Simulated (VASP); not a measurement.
# SnO (P4/nmm) in VASP: notebook

The runs below take SnO through single point, with PBEsol+D3(BJ).

Program: VASP 6.6.1. These are calculated values, not measurements. Logs are shortened: lines on timing, memory, paths and dates and some standing lists are left out, and cuts for length are marked.

## (1) The cell of the first run

It takes space group P4/nmm (No. 129, tetragonal). The conventional cell has a = 3.612 Å, b = 3.612 Å, c = 4.594 Å, α = 90.00°, β = 90.00°, γ = 90.00°. Within 2.8 Å of Sn (site symmetry 4mm) lie 4 O at 2.11 Å. Within 2.8 Å of O (site symmetry -4m2) lie 4 Sn at 2.11 Å and 4 O at 2.55 Å.

## (2) Single point, PBEsol+D3(BJ) (strain -0.050 along x and y, -0.050 along z)

The input, INCAR:

```
SYSTEM = SnO
PREC = Accurate ; ENCUT = 520
EDIFF = 1E-6 ; ISMEAR = 0
SIGMA = 0.15 ; LREAL = .False.
LASPH = .True. ; NELM = 80
ALGO = Normal ; ISIF = 2
LWAVE = .False. ; LCHARG = .False.
GGA = PS ; IVDW = 12
NBANDS = 28
```

The input, KPOINTS:

```
Automatic mesh
0
Gamma
  12 12 10
  0 0 0
```

The input, POSCAR:

```
SnO
1.0
    3.6119000000      0.0000000000      0.0000000000
    0.0000000000      3.6119000000      0.0000000000
    0.0000000000      0.0000000000      4.5942000000
Sn O
2 2
Direct
    0.0000000000      0.5000000000      0.2385000000
    0.5000000000      0.0000000000      0.7615000000
    0.0000000000      0.0000000000      0.0000000000
    0.5000000000      0.5000000000      0.0000000000
```

Potentials or basis: VASP PAW PBE potentials, release 64 (Sn_d, O).

Run with:

```console
> cat potpaw_PBE.64/Sn_d/POTCAR potpaw_PBE.64/O/POTCAR > POTCAR
> mpirun -np 1 vasp_std > vasp.out
```

OUTCAR:

```text
SYSTEM = SnO
   PREC = Accurate
   ENCUT = 520
   EDIFF = 1E-6
   ISMEAR = 0
   LREAL = .False.
   LASPH = .True.
   NELM = 80
   ISIF = 2
   GGA = PS
   IVDW = 12
 IVDW          = 12

 ion  position               nearest neighbor table
   1  0.000  0.500  0.239-   3 2.11   4 2.11   3 2.11   4 2.11   2 3.37   2 3.37   2 3.37   2 3.37
                             2 3.51   2 3.51   2 3.51   2 3.51
   2  0.500  0.000  0.761-   3 2.11   4 2.11   4 2.11   3 2.11   1 3.37   1 3.37   1 3.37   1 3.37
                             1 3.51   1 3.51   1 3.51   1 3.51
   3  0.000  0.000  0.000-   1 2.11   2 2.11   1 2.11   2 2.11
   4  0.500  0.500  0.000-   1 2.11   2 2.11   2 2.11   1 2.11

  LATTYP: Found a simple tetragonal cell.
 ALAT       =     3.6119000000
 C/A-ratio  =     1.2719621252

  Lattice vectors:

 A1 = (   3.6119000000,   0.0000000000,   0.0000000000)
 A2 = (   0.0000000000,   3.6119000000,   0.0000000000)
 A3 = (   0.0000000000,   0.0000000000,   4.5942000000)

Analysis of symmetry for initial positions (statically):
=====================================================================
 Subroutine PRICEL returns:
 Original cell was already a primitive cell.

 Routine SETGRP: Setting up the symmetry group for a
 simple tetragonal supercell.

 Subroutine GETGRP returns: Found 16 space group operations
 (whereof  8 operations were pure point group operations)
 out of a pool of 16 trial point group operations.

The static configuration has the point symmetry D_2d.
 The point group associated with its full space group is D_4h.

Analysis of symmetry for dynamics (positions and initial velocities):
=====================================================================
 Subroutine PRICEL returns:
 Original cell was already a primitive cell.

 Routine SETGRP: Setting up the symmetry group for a
 simple tetragonal supercell.

 Subroutine GETGRP returns: Found 16 space group operations
 (whereof  8 operations were pure point group operations)
 out of a pool of 16 trial point group operations.

The dynamic configuration has the point symmetry D_2d.
 The point group associated with its full space group is D_4h.

 Subroutine INISYM returns: Found 16 space group operations
 (whereof  8 operations are pure point group operations),
 and found     1 'primitive' translations

----------------------------------------------------------------------------------------

                                     Primitive cell

  volume of cell :      59.9351

  direct lattice vectors                    reciprocal lattice vectors
     3.611900000  0.000000000  0.000000000     0.276862593  0.000000000  0.000000000
     0.000000000  3.611900000  0.000000000     0.000000000  0.276862593  0.000000000
     0.000000000  0.000000000  4.594200000     0.000000000  0.000000000  0.217665752

  length of vectors
     3.611900000  3.611900000  4.594200000     0.276862593  0.276862593  0.217665752

  position of ions in fractional coordinates (direct lattice)
     0.000000000  0.500000000  0.238500000
     0.500000000  0.000000000  0.761500000
     0.000000000  0.000000000  0.000000000
     0.500000000  0.500000000  0.000000000

  ion indices of the primitive-cell ions
   primitive index   ion index
                 1           1
                 2           2
                 3           3
                 4           4

----------------------------------------------------------------------------------------

 KPOINTS: Automatic mesh

Automatic generation of k-mesh.
 Grid dimensions read from file:
 generate k-points for:   12   12   10

 Generating k-lattice:

  Cartesian coordinates                     Fractional coordinates (reciprocal lattice)
     0.023071883  0.000000000  0.000000000     0.083333333  0.000000000  0.000000000
     0.000000000  0.023071883  0.000000000     0.000000000  0.083333333  0.000000000
     0.000000000  0.000000000  0.021766575     0.000000000  0.000000000  0.100000000

  Length of vectors
     0.023071883  0.023071883  0.021766575

  Shift w.r.t. Gamma in fractional coordinates (k-lattice)
     0.000000000  0.000000000  0.000000000

 Subroutine IBZKPT returns following result:
 ===========================================

 Found    168 irreducible k-points:

 Following reciprocal coordinates:
            Coordinates               Weight
  0.000000  0.000000  0.000000      1.000000
  0.083333  0.000000  0.000000      4.000000
  0.166667  0.000000  0.000000      4.000000
  0.250000  0.000000  0.000000      4.000000
  0.333333  0.000000  0.000000      4.000000
  0.416667  0.000000  0.000000      4.000000
[... 16 lines left out ...]
  0.333333  0.333333  0.000000      4.000000
  0.416667  0.333333  0.000000      8.000000
 [... further k-points ...]
   k-points           NKPTS =    168   k-points in BZ     NKDIM =    168   number of bands    NBANDS=     28
   number of dos      NEDOS =    301   number of ions     NIONS =      4
   total plane-waves  NPLWV =  28224
   dimension x,y,z NGX =    28 NGY =   28 NGZ =   36
   dimension x,y,z NGXF=    56 NGYF=   56 NGZF=   72
   ions per type =               2   2
   NGX,Y,Z   is equivalent  to a cutoff of  12.89, 12.89, 13.03 a.u.
   NGXF,Y,Z  is equivalent  to a cutoff of  25.78, 25.78, 26.05 a.u.
 SYSTEM =  SnO
   PREC   = accura    normal or accurate (medium, high low for compatibility)
   ISTART =      0    job   : 0-new  1-cont  2-samecut
   ICHARG =      2    charge: 1-file 2-atom 10-const
   ISPIN  =      1    spin polarized calculation?
   LNONCOLLINEAR =      F non collinear calculations
   LSORBIT =      F    spin-orbit coupling
   LASPH  =      T    aspherical Exc in radial PAW
   ENCUT  =  520.0 eV  38.22 Ry    6.18 a.u.   6.72  6.72  8.54*2*pi/ulx,y,z
   NELM   =     80;   NELMIN=  2; NELMDL= -5     # of ELM steps
   EDIFF  = 0.1E-05   stopping-criterion for ELM
   LREAL  =      F    real-space projection
   EDIFFG = 0.1E-04   stopping-criterion for IOM
   NSW    =      0    number of steps for IOM
   IBRION =     -1    ionic relax: 0-MD 1-quasi-New 2-CG
   NFREE  =      0    steps in history (QN), initial steepest desc. (CG)
   ISIF   =      2    stress and relaxation
   ISYM   =      2    0-nonsym 1-usesym 2-fastsym
   POTIM  = 0.5000    time-step for ionic-motion
   TEBEG  =    0.0;   TEEND  =   0.0 temperature during run
   PSTRESS=    0.0 pullay stress
   NELECT =      40.0000    total number of electrons
   NUPDOWN=      -1.0000    fix difference up-down
   EMIN   =  10.00;   EMAX   =-10.00  energy-range for DOS
   EFERMI =   0.00;   METHOD = LEGACY
   ISMEAR =     0;   SIGMA  =   0.15  broadening in eV -4-tet -1-fermi 0-gaus
   EFERMI_NEDOS =   21; number of points for ismear=-14 and -15
   IALGO  =     38    algorithm
   IMIX   =      4    mixing-type and parameters
     AMIX     =   0.40;   BMIX     =  1.00
     AMIX_MAG =   1.60;   BMIX_MAG =  1.00
  volume/ion in A,a.u.               =      14.98       101.12
  Fermi-wavevector in a.u.,A,eV,Ry     =   1.430653  2.703543 27.847979  2.046769
  Thomas-Fermi vector in A             =   2.550475
   LORBIT       =      0    0 simple, 1 ext, 2 COOP (PROOUT), +10 PAW based schemes
   GGA     = PS    functional components
   LHFCALC =     F    Hartree Fock is set to
   AEXX    =    0.0000 exact exchange contribution
   IVDW    =    12    specifies the selected vdW correction
   LEPSILON=     F    determine dielectric tensor
   LRPA    =     F    only Hartree local field effects (RPA)
 non-spin polarized calculation
 Gauss-broadening in eV      SIGMA  =   0.15
  energy-cutoff  :      520.00
  volume of cell :       59.94
 maximum number of plane-waves:      1642
 NGX is ok and might be reduce to    28
   NGX = 13   NGY = 13   NGZ = 17

 number of electron      40.0000001 magnetization

 Free energy of the ion-electron system (eV)
  ---------------------------------------------------
  ext. energy  EPLUGINS =         0.00000000
  ---------------------------------------------------
  free energy    TOTEN  =       -23.62637155 eV

  energy without entropy =      -23.62113891  energy(sigma->0) =      -23.62375523

 E-fermi :   9.5302     XC(G=0): -11.2989

 val. band max:        9.5144912183   @ k =   0.1667   0.0000   0.0000
 cond. band min:       9.5344002286   @ k =   0.0000   0.0000   0.1000
 fundamental gap:      0.0199090102
 Fermi energy:         9.5301639826

 k-point     1 :       0.0000    0.0000    0.0000
  band No.  band energies     occupation
      1     -13.4850      2.00000
      2     -12.9021      2.00000
      3     -12.6207      2.00000
      4     -12.6207      2.00000
      5     -12.5967      2.00000
      6     -12.5213      2.00000
[... 20 lines left out ...]
     27      16.2552      0.00000
     28      16.2919      0.00000

 k-point     2 :       0.0833    0.0000    0.0000
  band No.  band energies     occupation
      1     -13.4827      2.00000
      2     -12.9573      2.00000
      3     -12.6177      2.00000
      4     -12.6174      2.00000
      5     -12.5913      2.00000
      6     -12.5159      2.00000
[... 20 lines left out ...]
     27      16.3237      0.00000
     28      17.1907      0.00000

 k-point     3 :       0.1667    0.0000    0.0000
  band No.  band energies     occupation
      1     -13.4764      2.00000
      2     -13.0680      2.00000
      3     -12.6086      2.00000
      4     -12.6078      2.00000
      5     -12.5732      2.00000
      6     -12.5002      2.00000
[... 20 lines left out ...]
     27      16.4940      0.00000
     28      18.7536      0.00000

 k-point     4 :       0.2500    0.0000    0.0000
  band No.  band energies     occupation
      1     -13.4670      2.00000
      2     -13.1795      2.00000
      3     -12.5941      2.00000
      4     -12.5932      2.00000
      5     -12.5510      2.00000
      6     -12.5021      2.00000
[... 578 lines left out ...]
     27      17.7827      0.00000
     28      17.7827      0.00000

 k-point    23 :       0.3333    0.3333    0.0000
  band No.  band energies     occupation
      1     -13.4792      2.00000
      2     -13.4106      2.00000
      3     -12.5482      2.00000
      4     -12.5285      2.00000
      5     -12.5241      2.00000
      6     -12.5057      2.00000
[... 20 lines left out ...]
     27      17.0033      0.00000
     28      18.3662      0.00000

 k-point    24 :       0.4167    0.3333    0.0000
  band No.  band energies     occupation
      1     -13.4817      2.00000
      2     -13.4485      2.00000
      3     -12.5326      2.00000
      4     -12.5313      2.00000
      5     -12.5223      2.00000
      6     -12.4977      2.00000
[... 20 lines left out ...]
     27      17.2328      0.00000
     28      17.9300      0.00000

 [... further k-points ...]

------------------------ aborting loop because EDIFF is reached ----------------------------------------

 Edisp (eV)   -1.01316

 E8    (eV) :    -0.6709

  FORCE on cell =-STRESS in cart. coord.  units (eV):
  Direction    XX          YY          ZZ          XY          YZ          ZX
  --------------------------------------------------------------------------------------
  -------------------------------------------------------------------------------------
  Total       7.46272     7.46272     5.38637     0.00000     0.00000     0.00000
  in kB     199.49240   199.49240   143.98766     0.00000     0.00000     0.00000
  external pressure =      180.99 kB  Pullay stress =        0.00 kB

 VOLUME and BASIS-vectors are now :
 -----------------------------------------------------------------------------
  energy-cutoff  :      520.00
  volume of cell :       59.94
      direct lattice vectors                 reciprocal lattice vectors
     3.611900000  0.000000000  0.000000000     0.276862593  0.000000000  0.000000000
     0.000000000  3.611900000  0.000000000     0.000000000  0.276862593  0.000000000
     0.000000000  0.000000000  4.594200000     0.000000000  0.000000000  0.217665752

 POSITION                                       TOTAL-FORCE (eV/Angst)
 -----------------------------------------------------------------------------------
      0.00000      1.80595      1.09572        -0.000000      0.000000      2.880259
      1.80595      0.00000      3.49848         0.000000      0.000000     -2.880259
      0.00000      0.00000      0.00000        -0.000000     -0.000000      0.000000
      1.80595      1.80595      0.00000        -0.000000      0.000000      0.000000
 -----------------------------------------------------------------------------------
    total drift:                                0.000000      0.000000      0.000000

  FREE ENERGIE OF THE ION-ELECTRON SYSTEM (eV)
  ---------------------------------------------------
  free  energy   TOTEN  =       -24.6395352799 eV

  energy  without entropy=      -24.6343026355  energy(sigma->0) =      -24.63691896
```

It took 6.4 min on 1 thread of AMD EPYC 7R13, shared host; peak memory 0.35 GiB.

What came out:

```yaml
Free_energy: -24.6395 eV
Pressure: 18.1 GPa
Largest_force: 2.880 eV/Å
Band_gap_on_the_k_mesh: zero (bands 20 and 21 overlap by 0.62 eV)
Dispersion_energy_per_atom: -0.253 eV
```

Forces in eV/Å, atoms in the order of the input:
```
Sn   0.000  0.000  2.880
Sn   0.000  0.000 -2.880
O    0.000  0.000  0.000
O    0.000  0.000  0.000
```

Caveat: the cell differs from its parent crystal (strain -0.050 along x and y, -0.050 along z); the stress differs along the axes, from 14 to 20 GPa; semilocal functionals underestimate gaps, and a narrow one can read as zero; the PAW data sets were made with another functional, which shifts forces and pressure a little; spin-orbit coupling is left out, which moves the levels of the heavy elements.

## (3) Single point, PBEsol+D3(BJ) (strain -0.050 along x and y, -0.025 along z)

The input, INCAR:

```
SYSTEM = SnO
PREC = Accurate
ENCUT = 520
EDIFF = 1E-7
ISMEAR = 0
SIGMA = 0.15
LREAL = .False.
LASPH = .True.
NELM = 80
ALGO = Normal
ISIF = 2
LWAVE = .False.
LCHARG = .True.
GGA = PS
IVDW = 12
LELF = .True.
LVHAR = .True.
NBANDS = 28
```

The input, KPOINTS:

```
regular mesh
0
Gamma
  12 12 10
  0 0 0
```

Edit POSCAR of step 2 so:

```diff
@@ -4,3 +4,3 @@
     0.0000000000      3.6119000000      0.0000000000
-    0.0000000000      0.0000000000      4.5942000000
+    0.0000000000      0.0000000000      4.7151000000
 Sn O
```

Potentials or basis: VASP PAW PBE potentials, release 64 (Sn_d, O).

Run with:

```console
> cat potpaw_PBE.64/Sn_d/POTCAR potpaw_PBE.64/O/POTCAR > POTCAR
> mpirun -np 1 vasp_std > vasp.out
```

It took 6 min on 1 thread of AMD EPYC 7R13, shared host; peak memory 0.36 GiB.

The run converged. Its results:

- Free energy: -24.7619 eV
- Pressure: 14.4 GPa
- Largest force: 2.270 eV/Å
- Band gap on the k mesh: zero (bands 20 and 21 overlap by 0.63 eV)
- Dispersion energy per atom: -0.247 eV

Forces on the atoms (eV/Å):
```
Sn   0.000  0.000  2.270
Sn   0.000  0.000 -2.270
O    0.000  0.000  0.000
O    0.000  0.000  0.000
```

Stress tensor (GPa, compression positive):
```
16.59  0.00  0.00
 0.00 16.59  0.00
 0.00  0.00 10.12
```

Levels at points of the mesh, in eV from the Fermi level:
| k point | band 18 | band 19 | band 20 | band 21 | band 22 | band 23 |
| --- | --- | --- | --- | --- | --- | --- |
| (0.00, 0.00, 0.00) | -4.10 | -4.10 | 0.13 | 2.40 | 3.94 | 4.73 |
| (0.50, 0.00, 0.00) | -6.08 | -3.54 | -3.54 | 3.19 | 3.19 | 6.19 |
| (0.50, 0.50, 0.00) | -3.36 | -2.23 | -2.23 | -0.50 | -0.50 | 3.96 |
| (0.00, 0.00, 0.50) | -4.12 | -3.22 | -2.92 | 1.54 | 2.69 | 2.69 |
| (0.50, 0.00, 0.50) | -6.04 | -2.36 | -2.36 | 2.45 | 2.45 | 5.61 |
| (0.50, 0.50, 0.50) | -3.36 | -3.14 | -3.14 | 1.86 | 1.86 | 4.02 |

Caveat: the cell differs from its parent crystal (strain -0.050 along x and y, -0.025 along z); the stress differs along the axes, from 10 to 17 GPa; semilocal functionals underestimate gaps, and a narrow one can read as zero; the PAW data sets were made with another functional, which shifts forces and pressure a little; spin-orbit coupling is left out, which moves the levels of the heavy elements.

## (4) Single point, PBEsol+D3(BJ) (strain -0.050 along x and y, +0.000 along z)

The input, INCAR:

```
SYSTEM = SnO
ALGO = Normal ; EDIFF = 1E-6
ENCUT = 520 ; GGA = PS
ISIF = 2 ; ISMEAR = 0
IVDW = 12 ; LASPH = .True.
LCHARG = .False. ; LREAL = .False.
LWAVE = .False. ; NBANDS = 28
NELM = 100 ; PREC = Accurate
SIGMA = 0.15
```

The input, KPOINTS:

```
k-points
0
Gamma
  12 12 10
  0 0 0
```

Edit POSCAR of step 3 so:

```diff
@@ -4,3 +4,3 @@
     0.0000000000      3.6119000000      0.0000000000
-    0.0000000000      0.0000000000      4.7151000000
+    0.0000000000      0.0000000000      4.8360000000
 Sn O
```

Run with:

```console
> cat potpaw_PBE.64/Sn_d/POTCAR potpaw_PBE.64/O/POTCAR > POTCAR
> mpirun -np 1 vasp_std > vasp.out
```

Run time: 5.6 min. Hardware: 1 thread of AMD EPYC 7R13, shared host; peak memory 0.36 GiB.

Results (log left out):

```yaml
Free_energy: -24.8430 eV
Pressure: 11.1 GPa
Largest_force: 1.644 eV/Å
Band_gap_on_the_k_mesh: zero (bands 20 and 21 overlap by 0.63 eV)
Dispersion_energy_per_atom: -0.240 eV
```

Forces in eV/Å, atoms in the order of the input:
```
Sn   0.000  0.000  1.644
Sn   0.000  0.000 -1.644
O    0.000  0.000  0.000
O    0.000  0.000  0.000
```

Stress tensor (GPa, compression positive):
```
13.67  0.00  0.00
 0.00 13.67  0.00
 0.00  0.00  6.01
```

Levels at points of the mesh, in eV from the Fermi level:
| k point | band 16 | band 17 | band 18 | band 19 | band 20 | band 21 | band 22 | band 23 | band 24 | band 25 |
| --- | --- | --- | --- | --- | --- | --- | --- | --- | --- | --- |
| (0.00, 0.00, 0.00) | -7.45 | -4.39 | -3.84 | -3.84 | 0.17 | 2.41 | 3.83 | 4.75 | 4.75 | 5.53 |
| (0.50, 0.00, 0.00) | -6.22 | -5.81 | -5.81 | -3.50 | -3.50 | 3.00 | 3.00 | 6.21 | 6.21 | 6.22 |
| (0.50, 0.50, 0.00) | -6.43 | -3.11 | -3.11 | -2.25 | -2.25 | -0.46 | -0.46 | 3.85 | 3.85 | 7.09 |
| (0.00, 0.00, 0.50) | -4.44 | -3.86 | -3.86 | -3.28 | -3.13 | 1.75 | 2.79 | 2.79 | 4.00 | 7.43 |
| (0.50, 0.00, 0.50) | -6.57 | -5.78 | -5.78 | -2.35 | -2.35 | 2.27 | 2.27 | 5.67 | 5.67 | 6.96 |
| (0.50, 0.50, 0.50) | -6.87 | -3.11 | -3.11 | -3.06 | -3.06 | 1.83 | 1.83 | 3.79 | 3.79 | 5.71 |

Caveat: the cell differs from its parent crystal (strain -0.050 along x and y, +0.000 along z); the stress differs along the axes, from 6 to 14 GPa; semilocal functionals underestimate gaps, and a narrow one can read as zero; the PAW data sets were made with another functional, which shifts forces and pressure a little; spin-orbit coupling is left out, which moves the levels of the heavy elements.

## (5) Overview

```tsv
cell	gap on the mesh (eV)	pressure (GPa)	largest force (eV/Å)
a = 3.612, b = 3.612, c = 4.594 Å, 4 atoms	none	18.1	2.88
a = 3.612, b = 3.612, c = 4.715 Å, 4 atoms	none	14.4	2.27
a = 3.612, b = 3.612, c = 4.836 Å, 4 atoms	none	11.1	1.64
```

Alike in all rows: task single point; level PBEsol+D3(BJ); potentials or basis VASP PAW PBE potentials, release 64 (Sn_d, O); no spin polarisation; k mesh 12 × 12 × 10; cutoff (eV) 520; smearing gaussian 0.15 eV.

Caveats: semilocal functionals underestimate gaps, and a narrow one can read as zero; the PAW data sets were made with another functional, which shifts forces and pressure a little; spin-orbit coupling is left out, which moves the levels of the heavy elements; the stress differs along the axes, from 14 to 20 GPa (at least some runs); the stress differs along the axes, from 10 to 17 GPa (at least some runs); the stress differs along the axes, from 6 to 14 GPa (at least some runs).

Total energies depend on the potentials used, so only differences within one code and one set of settings carry meaning.

The gap in the log of VASP goes by the Fermi energy; the results here count the filled bands.